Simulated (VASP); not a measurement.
A run of VASP 6.6.1:

INCAR

```
PREC     = Accurate       # precision mode
ENCUT    = 520            # plane-wave cutoff, eV
EDIFF    = 1E-6           # SCF threshold, eV
ISMEAR   = -1             # smearing method
SIGMA    = 0.1861         # smearing width, eV
LREAL    = Auto         
LASPH    = T              # aspherical terms in the spheres
NELM     = 60             # most SCF steps
ALGO     = Normal         # electronic algorithm
ISIF     = 2              # what is computed and relaxed
LWAVE    = F              # write WAVECAR
LCHARG   = T              # write CHGCAR
GGA      = PE             # functional
LELF     = T              # ELF
LVHAR    = T            
NBANDS   = 68             # bands
ISYM     = 0
```

KPOINTS

```
Automatic mesh
0
Gamma
  1 1 1
  0.25 0.25 0.25
```

POSCAR

```
Sn4P11
1.0
    6.9109540000     -0.1477090000      0.0559190000
   -0.1477090000      6.8279300000     -0.2761220000
    0.0559190000     -0.2761220000      6.8173210000
Sn P
4 11
Direct
    0.8152456684      0.5034616182      0.0814660343
    0.3090733406      0.1950984396      0.6064514051
    0.8012415791      0.0850871567      0.6152192053
    0.2923436150      0.4301821374      1.0013680139
    0.4786976119      0.8334933309      0.0193725004
    0.3926782537      0.6121193317      0.5802175721
   -0.0488812131      0.6016311110      0.6822393979
    0.5951260039      0.2156114735     -0.0365650642
    1.0013709894      0.3586458987      0.4078109801
    0.0163767957      1.1568754912      0.1463659992
    0.5085496734      0.8707685840      0.7196115268
   -0.0247108851     -0.0692160218      0.8689704859
    0.2008921382     -0.0822415025      0.2021649889
    0.6576035958      0.0660118617      0.2197883585
    0.7211952839      0.6691334273      0.4600689833
```

Potentials or basis: VASP PAW PBE potentials, release 64 (Sn_d, P).

Launch:

```sh
$ cat potpaw_PBE.64/Sn_d/POTCAR potpaw_PBE.64/P/POTCAR > POTCAR
$ mpirun -np 1 vasp_std > vasp.out
```

Hardware: 1 thread of Intel(R) Xeon(R) 6975P-C (Granite Rapids), with other jobs on the host.

Task: How long does it take, and how much memory?

Result: Wall time 31 s on 1 thread of Intel(R) Xeon(R) 6975P-C (Granite Rapids), with other jobs on the host, peak memory 0.36 GiB. Counts: scf iterations 15, k points 1.
